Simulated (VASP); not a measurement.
**TiO2: single point with r2SCAN**

The system is TiO2.

```xyz
12
Lattice="9.1539 0.0000 0.0000 0.0000 2.9369 0.0000 0.0000 0.0000 4.7538" Properties=species:S:1:pos:R:3 pbc="T T T"
Ti    1.2156    0.7342    4.1945
Ti    7.9384    2.2026    0.5592
Ti    3.3614    2.2026    1.8176
Ti    5.7926    0.7342    2.9361
O     2.3620    0.7342    2.7478
O     6.7920    2.2026    2.0059
O     2.2150    2.2026    0.3710
O     6.9389    0.7342    4.3828
O     9.0269    0.7342    1.0504
O     0.1270    2.2026    3.7033
O     4.7040    2.2026    3.4273
O     4.4500    0.7342    1.3265
```

```
Program                : VASP 6.6.1
Task                   : single point
Functional             : r2SCAN
Potentials or basis    : VASP PAW PBE potentials, release 64 (Ti_sv, O)
Cutoff                 : 520 eV
k mesh                 : 4 × 8 × 6
Occupations            : gaussian, width 0.02 eV
Spin                   : no spin polarisation
Dipole correction      : no
Further INCAR settings : ALGO = Normal; EDIFF = 1e-06; NBANDS = 60
```

- Pressure: 7.0 GPa
- Largest force: 0.126 eV/Å
- Band gap on the k mesh: 3.07 eV (least direct gap 3.18 eV)

Forces in eV/Å, atoms in the order of the input:
```
Ti   0.024  0.000  0.105
Ti  -0.024  0.000 -0.105
Ti  -0.024  0.000  0.105
Ti   0.024  0.000 -0.105
O    0.035  0.000 -0.067
O   -0.035  0.000  0.067
O   -0.035  0.000 -0.067
O    0.035  0.000  0.067
O    0.102  0.000  0.074
O   -0.102  0.000 -0.074
O   -0.102  0.000  0.074
O    0.102  0.000 -0.074
```

Stress tensor (GPa, compression positive):
```
7.04 0.00 0.00
0.00 7.45 0.00
0.00 0.00 6.63
```

Levels at points of the mesh, in eV from the valence-band top:
```tsv
k point	band 46	band 47	band 48	band 49	band 50	band 51
(0.00, 0.00, 0.00)	-0.22	-0.03	0.00	3.18	3.30	3.44
(0.50, 0.00, 0.00)	-0.37	-0.23	-0.23	3.41	3.41	3.60
(0.00, 0.50, 0.00)	-1.32	-0.83	-0.83	3.52	3.52	3.63
(0.50, 0.50, 0.00)	-1.03	-1.03	-1.03	3.59	3.59	3.59
(0.00, 0.00, 0.50)	-0.86	-0.84	-0.84	3.50	3.50	3.67
(0.50, 0.00, 0.50)	-0.90	-0.39	-0.39	3.50	3.50	3.58
(0.00, 0.50, 0.50)	-0.98	-0.70	-0.70	3.45	3.45	3.71
(0.50, 0.50, 0.50)	-0.84	-0.84	-0.84	3.57	3.57	3.57
```

Wall time 14 min on 1 thread of Intel(R) Xeon(R) 6975P-C (Granite Rapids) (shared host), peak memory 0.47 GiB.

Caveat: the cell stands under pressure; the PAW data sets were made with another functional, which shifts forces and pressure a little. A k mesh can miss the band edges.
